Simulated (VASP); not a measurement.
# C (P-1) in VASP: notebook, part 2 of 2

VASP 6.6.1. Earlier steps stand in the parts before.

**4. Single point, r2SCAN (layers slid over each other)**

POSCAR

```
C
1.0
   -2.1268362731     -1.2279462884      0.0110113261
    1.3968870171      0.0000000000     -3.5424027035
    4.4969889649     -9.4142548776      1.1551078069
C
10
Direct
    0.7888843829      0.1222094392      0.0666672544
    0.2555510496      0.1888761059      0.2666672544
   -0.2777822837      0.2555427726      0.4666672544
    0.1888843829      0.3222094392      0.6666672544
   -0.3444489504      0.3888761059      0.8666672544
    0.1444489504     -0.5888761059      0.9333327456
    0.2777822837      0.1444572274      0.1333327456
    0.7444489504      0.2111238941      0.3333327456
    0.2111156171      0.2777905608      0.5333327456
   -0.3222177163      0.3444572274      0.7333327456
```

INCAR.step1

```
SYSTEM = C
PREC = Accurate
ENCUT = 520
ISMEAR = 0
SIGMA = 0.05
LREAL = .FALSE.
LASPH = .TRUE.
NELM = 100
NBANDS = 31
GGA = PE
ALGO = Normal
EDIFF = 1E-4
LWAVE = .TRUE.
LCHARG = .FALSE.
```

INCAR.step2

```
SYSTEM = C
PREC = Accurate
ENCUT = 520
EDIFF = 1E-6
ISMEAR = 0
SIGMA = 0.05
LREAL = .FALSE.
LASPH = .TRUE.
NELM = 100
ALGO = Normal
ISIF = 2
LWAVE = .FALSE.
LCHARG = .FALSE.
METAGGA = R2SCAN
LMIXTAU = .TRUE.
NBANDS = 31
ISTART = 1
```

KPOINTS

```
Automatic mesh
0
G
  11 8 3
  0 0 0
```

Potentials or basis: VASP PAW PBE potentials, release 64 (C).

Launch:

```
$ cat potpaw_PBE.64/C/POTCAR > POTCAR
$ cp INCAR.step1 INCAR
$ mpirun -np 1 vasp_std > vasp.out
$ cp INCAR.step2 INCAR
$ mpirun -np 1 vasp_std > vasp.out
```

OUTCAR:

```text
SYSTEM = C
   PREC = Accurate
   ENCUT = 520
   EDIFF = 1E-6
   ISMEAR = 0
   LREAL = .FALSE.
   LASPH = .TRUE.
   NELM = 100
   ISIF = 2
   METAGGA = R2SCAN
   ISTART = 1

 ion  position               nearest neighbor table
   1  0.789  0.122  0.067-   7 1.42   7 1.42   6 1.72
   2  0.256  0.189  0.267-   8 1.42   7 1.42   8 1.42
   3  0.722  0.256  0.467-   9 1.42   8 1.42   9 1.42
   4  0.189  0.322  0.667-   9 1.42  10 1.42  10 1.42
   5  0.656  0.389  0.867-   6 1.42  10 1.42   6 1.42
   6  0.144  0.411  0.933-   5 1.42   5 1.42   1 1.72
   7  0.278  0.144  0.133-   1 1.42   2 1.42   1 1.42
   8  0.744  0.211  0.333-   2 1.42   3 1.42   2 1.42
   9  0.211  0.278  0.533-   4 1.42   3 1.42   3 1.42
  10  0.678  0.344  0.733-   4 1.42   5 1.42   4 1.42

  LATTYP: Found a triclinic cell.
 ALAT       =     2.4558920720
 B/A-ratio  =     2.0981331161
 C/A-ratio  =     4.9734020059
 COS(alpha) =     0.0062203422
 COS(beta)  =     0.3687555367
 COS(gamma) =     0.7144671809

  Lattice vectors:

 A1 = (   2.1268362731,   1.2279462884,  -0.0110113261)
 A2 = (   3.5237232902,   1.2279462884,  -3.5534140296)
 A3 = (  -1.6402034358,  11.8701474544,   2.3652722444)

Analysis of symmetry for initial positions (statically):
=====================================================================
 Subroutine PRICEL returns:
 Original cell was already a primitive cell.

 Routine SETGRP: Setting up the symmetry group for a
 triclinic supercell.

 Subroutine GETGRP returns: Found  2 space group operations
 (whereof  1 operations were pure point group operations)
 out of a pool of  2 trial point group operations.

The static configuration has the point symmetry C_1 .
 The point group associated with its full space group is S_2 .
[... 152 lines left out ...]
  Fermi-wavevector in a.u.,A,eV,Ry     =   1.238759  2.340915 20.878471  1.534524
  Thomas-Fermi vector in A             =   2.373271
   LORBIT       =      0    0 simple, 1 ext, 2 COOP (PROOUT), +10 PAW based schemes
   METAGGA = R2SCAN    functional components
   LHFCALC =     F    Hartree Fock is set to
   AEXX    =    0.0000 exact exchange contribution
   IVDW    =     0    specifies the selected vdW correction
   LEPSILON=     F    determine dielectric tensor
   LRPA    =     F    only Hartree local field effects (RPA)
 non-spin polarized calculation
 Gauss-broadening in eV      SIGMA  =   0.05
  energy-cutoff  :      520.00
  volume of cell :       92.33
 maximum number of plane-waves:      2515
   NGX =  9   NGY = 15   NGZ = 39

 number of electron      40.0000002 magnetization

 Free energy of the ion-electron system (eV)
  ---------------------------------------------------
  ext. energy  EPLUGINS =         0.00000000
  ---------------------------------------------------
  free energy    TOTEN  =       -96.12138732 eV

  energy without entropy =      -96.12136459  energy(sigma->0) =      -96.12137595

 E-fermi :   4.0755     XC(G=0): -10.8411

 val. band max:        3.9863039936   @ k =  -0.3636  -0.3750   0.3333
 cond. band min:       4.1616629077   @ k =  -0.3636   0.2500   0.3333
 fundamental gap:      0.1753589141
 Fermi energy:         4.0754938936

 k-point     1 :       0.0000    0.0000    0.0000
  band No.  band energies     occupation
      1     -16.6303      2.00000
      2     -15.7177      2.00000
      3     -15.3590      2.00000
      4     -12.7969      2.00000
      5     -12.4062      2.00000
      6      -8.0157      2.00000
[... 805 lines left out ...]
     30      13.8599      0.00000
     31      14.7504      0.00000

 [... further k-points ...]

------------------------ aborting loop because EDIFF is reached ----------------------------------------

  FORCE on cell =-STRESS in cart. coord.  units (eV):
  Direction    XX          YY          ZZ          XY          YZ          ZX
  --------------------------------------------------------------------------------------
  -------------------------------------------------------------------------------------
  Total       -3.4116257      6.2629068     -4.1496326      2.1392911     -2.1740339     -3.5570240
  in kB      -59.2036053    108.6832786    -72.0105998     37.1241623    -37.7270710    -61.7267741
  external PRESSURE =      -7.5103088 kB  Pullay stress =       0.0000000 kB

 VOLUME and BASIS-vectors are now :
 -----------------------------------------------------------------------------
  energy-cutoff  :      520.00
  volume of cell :       92.33
      direct lattice vectors                 reciprocal lattice vectors
    -2.126836273 -1.227946288  0.011011326    -0.361210263 -0.190019169 -0.142437201
     1.396887017  0.000000000 -3.542402704     0.014240274 -0.027145596 -0.276678861
     4.496988965 -9.414254878  1.155107807     0.047114382 -0.081436787  0.018578765

 POSITION                                       TOTAL-FORCE (eV/Angst)
 -----------------------------------------------------------------------------------
     -1.20731     -1.59633     -0.34722        -3.135547     -1.263527     -5.175784
      0.91952     -2.82428     -0.35823        -0.267616     -0.304565      0.911593
      0.91952     -5.28017     -0.35823        -0.082328      0.021224     -0.126899
      3.04636     -6.50812     -0.36924        -0.085642      0.047208      0.050963
      3.04636     -8.96401     -0.36924        -0.415091      0.169177     -0.936929
      4.46426     -8.96401     -0.37668         3.135547      1.263527      5.175784
      0.21059     -1.59633     -0.35465         0.415091     -0.169177      0.936929
      0.21059     -4.05222     -0.35465         0.085642     -0.047208     -0.050963
      2.33743     -5.28017     -0.36566         0.082328     -0.021224      0.126899
      2.33743     -7.73606     -0.36566         0.267616      0.304565     -0.911593
 -----------------------------------------------------------------------------------
    total drift:                                0.000012      0.000014      0.000022

  FREE ENERGIE OF THE ION-ELECTRON SYSTEM (eV)
  ---------------------------------------------------
  free  energy   TOTEN  =       -96.1213873210 eV

  energy  without entropy=      -96.1213645855  energy(sigma->0) =      -96.12137595
```

OSZICAR.step1:

```text
N       E                     dE             d eps       ncg     rms          rms(c)
DAV:   1     0.138777120728E+03    0.13878E+03   -0.20463E+04  8246   0.119E+03
DAV:   2    -0.837565704332E+02   -0.22253E+03   -0.21464E+03 10420   0.254E+02
DAV:   3    -0.947577637414E+02   -0.11001E+02   -0.10923E+02 10660   0.553E+01
DAV:   4    -0.949108425651E+02   -0.15308E+00   -0.15286E+00 11218   0.723E+00
DAV:   5    -0.949141296802E+02   -0.32871E-02   -0.32864E-02 10822   0.100E+00    0.140E+01
DAV:   6    -0.904350973750E+02    0.44790E+01   -0.45810E+00 10177   0.968E+00    0.817E+00
DAV:   7    -0.890308446982E+02    0.14043E+01   -0.45751E+00 10364   0.983E+00    0.228E+00
DAV:   8    -0.890557468836E+02   -0.24902E-01   -0.16966E-01 10092   0.191E+00    0.798E-01
DAV:   9    -0.890582857455E+02   -0.25389E-02   -0.95568E-03 10706   0.537E-01    0.849E-02
DAV:  10    -0.890587338314E+02   -0.44809E-03   -0.43544E-04 10384   0.119E-01    0.431E-02
DAV:  11    -0.890589131395E+02   -0.17931E-03   -0.15562E-04  8756   0.711E-02    0.962E-03
DAV:  12    -0.890589266730E+02   -0.13534E-04   -0.15568E-05  7097   0.254E-02
   1 F= -.89058927E+02 E0= -.89058899E+02  d E =-.543772E-04
```

Run time: 8.9 min. Hardware: 1 thread of Intel Xeon 6975P-C (Granite Rapids), shared host; peak memory 0.36 GiB.

What came out:

```yaml
Free_energy: -96.1214 eV
Pressure: -0.8 GPa
Largest_force: 6.182 eV/Å
```

Forces in eV/Å, atoms in the order of the input:
```
C   -3.136 -1.264 -5.176
C   -0.268 -0.305  0.912
C   -0.082  0.021 -0.127
C   -0.086  0.047  0.051
C   -0.415  0.169 -0.937
C    3.136  1.264  5.176
C    0.415 -0.169  0.937
C    0.086 -0.047 -0.051
C    0.082 -0.021  0.127
C    0.268  0.305 -0.912
```

Stress tensor (GPa, compression positive):
```
-5.92  3.71 -6.17
 3.71 10.87 -3.77
-6.17 -3.77 -7.20
```

Caveat: the cell differs from its parent crystal (layers slid over each other); the PAW data sets were made with another functional, which shifts forces and pressure a little.

**5. Summary**

| cell | pressure (GPa) | largest force (eV/Å) |
| --- | --- | --- |
| a = 2.456, b = 3.808, c = 10.497 Å, angles 84.0, 94.5, 108.8°, 10 atoms | -0.8 | 6.18 |
| a = 2.456, b = 3.808, c = 10.545 Å, angles 98.6, 87.8, 108.8°, 10 atoms | 0.4 | 4.65 |
| a = 2.456, b = 3.808, c = 10.497 Å, angles 86.9, 85.5, 108.8°, 10 atoms | -0.8 | 6.18 |

Alike in all rows: task single point; level r2SCAN; potentials or basis VASP PAW PBE potentials, release 64 (C); no spin polarisation; k mesh 11 × 8 × 3; cutoff (eV) 520; smearing gaussian 0.05 eV.

Caveats: the PAW data sets were made with another functional, which shifts forces and pressure a little.

Absolute energies hang on the potentials; compare differences alone.
